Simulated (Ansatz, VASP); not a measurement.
## Si16N in VASP and in Ansatz

```
Si N
1.0
     7.63103    0.00000    0.00000
    -3.81552    6.60867    0.00000
     0.00000    0.00000   28.98748
Si N
32 2
Direct
  0.33333 0.16667 0.13799
  0.33333 0.66667 0.13799
  0.83333 0.16667 0.13799
  0.83333 0.66667 0.13799
  0.16667 0.33333 0.16547
  0.16667 0.83333 0.16547
  0.66667 0.33333 0.16547
  0.66667 0.83333 0.16547
  0.16667 0.33333 0.24688
  0.16667 0.83333 0.24688
  0.66667 0.33333 0.24688
  0.66667 0.83333 0.24688
  0.33333 0.16667 0.27436
  0.33333 0.66667 0.27436
  0.83333 0.16667 0.27436
  0.83333 0.66667 0.27436
  0.33333 0.16667 0.35563
  0.33333 0.66667 0.35563
  0.83333 0.16667 0.35563
  0.83333 0.66667 0.35563
  0.16667 0.33333 0.38271
  0.16667 0.83333 0.38271
  0.66667 0.33333 0.38271
  0.66667 0.83333 0.38271
  0.16667 0.33333 0.46576
  0.16667 0.83333 0.46576
  0.66667 0.33333 0.46576
  0.66667 0.83333 0.46576
  0.33333 0.16667 0.48943
  0.33333 0.66667 0.48943
  0.83333 0.16667 0.48943
  0.83333 0.66667 0.48943
  0.41667 0.33333 0.61708
  0.41667 0.33333 0.65502
```

Alike in both runs: task single point; functional PBE; dispersion D3(BJ); k mesh 6 × 6 × 1; occupations gaussian, width 0.05 eV; no spin polarisation.

|  | VASP | Ansatz |
| --- | --- | --- |
| version | VASP 6.6.1 | Ansatz 0.2.0 |
| potentials or method | VASP PAW PBE potentials, release 64 (Si, N), cutoff 520 eV | scalar-relativistic, plane waves, PAW |
| valence electrons in the cell | 138 | 138 |

VASP gave:

| Quantity | Value |
| --- | --- |
| gap on the k mesh at the Fermi level (eV) | none |
| rms of the force components (eV/Å) | 0.345 |
| work function, face that differs most (eV) | 4.82 |

Problem. Estimate Ansatz's values.

Solution. gap on the k mesh at the Fermi level (eV): none; rms of the force components (eV/Å): 0.179; work function, face that differs most (eV): 4.82.

Atom by atom the forces differ by 0.252 eV/Å (rms over components). A gap of «none» marks a metal or a gap that the smearing closes. One of these differences is far larger than is usual between the two programs; its cause wasn't traced.

Noted on VASP's run: the standard files for N, O and F lose accuracy on very short bonds.
